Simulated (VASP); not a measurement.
Here is a VASP 6.6.1 calculation.

Contents of POSCAR:

```
Zr2Ni3S2
1.0
    2.6114270000      4.2975770000     -0.0332310000
   -2.6352800000      4.3113480000      0.0003100000
   -0.0204860000     -2.8857560000      4.2907250000
Ni S Zr
3 2 2
Direct
    0.0026370000      0.0071040000      0.5032020000
    0.5191240000      0.9995280000      0.5060860000
    0.0000180000      0.5047650000      0.4992720000
    0.2765030000      0.2733590000      0.8366230000
    0.7260860000      0.7078400000      0.1560560000
    0.4963860000      0.4949800000      0.4900990000
    0.0007010000      0.9903680000      0.9998630000
```

INCAR.step1

```
PREC = Accurate ; ENCUT = 660
ISMEAR = 0 ; SIGMA = 0.0597
LREAL = F ; LASPH = T
NELM = 200 ; ISPIN = 2
MAGMOM = 0 0 0 0 0 0 0 ; LMAXMIX = 4
LDAU = T ; LDAUTYPE = 2
LDAUL = 2 -1 -1 ; LDAUU = 4.27 0 0
LDAUJ = 0 0 0 ; NBANDS = 46
GGA = PE ; ALGO = Normal
EDIFF = 1E-5 ; LWAVE = T
LCHARG = F ; GGA_COMPAT = F
KPAR = 4
```

The input INCAR.step2:

```
PREC = Accurate ; ENCUT = 660
EDIFF = 1E-6 ; ISMEAR = 0
SIGMA = 0.0597 ; LREAL = F
LASPH = T ; NELM = 200
ALGO = Normal ; ISIF = 2
LWAVE = F ; LCHARG = F
ISPIN = 2 ; MAGMOM = 0 0 0 0 0 0 0
LORBIT = 11 ; LMAXMIX = 4
LDAU = T ; LDAUTYPE = 2
LDAUL = 2 -1 -1 ; LDAUU = 4.27 0 0
LDAUJ = 0 0 0 ; LDAUPRINT = 1
METAGGA = R2SCAN ; LMIXTAU = T
NBANDS = 46 ; ISTART = 1
GGA_COMPAT = F ; KPAR = 4
```

KPOINTS

```
Automatic mesh
0
Gamma
  4 4 4
  0 0 0.5
```

Potentials or basis: VASP PAW PBE potentials, release 64 (Ni, S, Zr_sv).

The run is started by

```console
$ cat potpaw_PBE.64/Ni/POTCAR potpaw_PBE.64/S/POTCAR potpaw_PBE.64/Zr_sv/POTCAR > POTCAR
$ cp INCAR.step1 INCAR
$ mpirun -np 4 vasp_std > vasp.out
$ cp INCAR.step2 INCAR
$ mpirun -np 4 vasp_std > vasp.out
```

(1) Estimate the pressure.

(2) What does it give for the band gap on the k mesh?

(3) Predict the largest force.

(4) Predict the net moment.

## Answers

(1) 13.4 GPa.

(2) zero (filled and empty bands overlap).

(3) 2.743 eV/Å.

(4) 0.00 μB per cell.

Caveat: the k points lie up to 0.37 Å⁻¹ apart, too coarse for converged energies and pressures of a metal; no moment was typed at the start, so none could form; the PAW data sets were made with another functional, which shifts forces and pressure a little.
